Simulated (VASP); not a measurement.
**PbO2: single point with r2SCAN**

Crystal: PbO2.

```xyz
6
Lattice="4.9982 0.0000 0.0000 0.0000 4.9982 0.0000 0.0000 0.0000 3.4118" Properties=species:S:1:pos:R:3 pbc="T T T"
Pb    0.0000    0.0000    0.0000
Pb    2.4991    2.4991    1.7059
O     1.5376    1.5376    0.0000
O     0.9615    4.0367    1.7059
O     4.0367    0.9615    1.7059
O     3.4606    3.4606    0.0000
```

```json
{
 "Program": "VASP 6.6.1",
 "Task": "single point",
 "Functional": "r2SCAN",
 "Potentials or basis": "VASP PAW PBE potentials, release 64 (Pb_d, O)",
 "Cutoff": "520 eV",
 "k mesh": "8 × 8 × 10",
 "Occupations": "gaussian, width 0.1 eV",
 "Spin": "no spin polarisation",
 "Dipole correction": "no",
 "Further INCAR settings": "ALGO = Normal; EDIFF = 1e-06; NBANDS = 35"
}
```

```yaml
Pressure: -0.1 GPa
Largest_force: 0.038 eV/Å
Band_gap_on_the_k_mesh: 0.04 eV (least direct gap 0.07 eV)
```

Forces on the atoms (eV/Å):
```
Pb   0.000  0.000  0.000
Pb   0.000  0.000  0.000
O   -0.027 -0.027  0.000
O    0.027 -0.027  0.000
O   -0.027  0.027  0.000
O    0.027  0.027  0.000
```

Stress tensor (GPa, compression positive):
```
-0.15  0.00  0.00
 0.00 -0.15  0.00
 0.00  0.00 -0.05
```

Levels at points of the mesh, in eV from the valence-band top:
```tsv
k point	band 23	band 24	band 25	band 26	band 27	band 28	band 29	band 30
(0.00, 0.00, 0.00)	-0.59	-0.53	-0.53	-0.49	0.07	4.73	6.55	6.55
(0.50, 0.00, 0.00)	-0.57	-0.57	-0.37	-0.37	2.82	2.82	7.13	7.13
(0.50, 0.50, 0.00)	-0.59	-0.59	-0.51	-0.51	3.24	3.24	7.39	7.39
(0.00, 0.00, 0.50)	-1.14	-1.14	-0.81	-0.81	4.23	4.23	9.64	9.64
(0.50, 0.00, 0.50)	-0.80	-0.80	-0.13	-0.13	4.54	4.54	8.08	8.08
(0.50, 0.50, 0.50)	-0.68	-0.68	-0.55	-0.55	3.31	3.31	9.04	9.04
```

Wall time 12 min on 1 thread of AMD EPYC 7R13 Processor (Zen 3), on a shared host, peak memory 0.32 GiB.

Caveat: the smearing spreads over this small gap; the PAW data sets were made with another functional, which shifts forces and pressure a little; spin-orbit coupling is left out, which moves the levels of the heavy elements. A k mesh can miss the band edges.
